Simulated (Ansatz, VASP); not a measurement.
# Cs in VASP and in Ansatz

```
Cs
1.0
     5.40035    0.00000    0.00000
     0.00000    5.40035    0.00000
     0.00000    0.00000    5.40035
Cs
1
Direct
  0.00000 0.00000 0.00000
```

Alike in both runs: task single point; functional revPBE; k mesh 7 × 7 × 7; occupations fermi-dirac, width 0.1 eV; no spin polarisation.

```csv
,VASP,Ansatz
version,VASP 6.6.1,Ansatz 0.2.0
potentials or method,"VASP PAW PBE potentials, release 64 (Cs_sv), cutoff 520 eV","plane waves (420 eV) with PAW, scalar-relativistic"
valence electrons in the cell,9,9
```

|  | VASP | Ansatz | Ansatz less VASP |
| --- | --- | --- | --- |
| pressure (GPa) | -0.1 | -0.1 | 0.00 |

VASP's potentials were made for PBE, not for revPBE. With one functional, cell and mesh, what is left measures potentials, basis and numerics.

Spin-orbit coupling is off throughout.
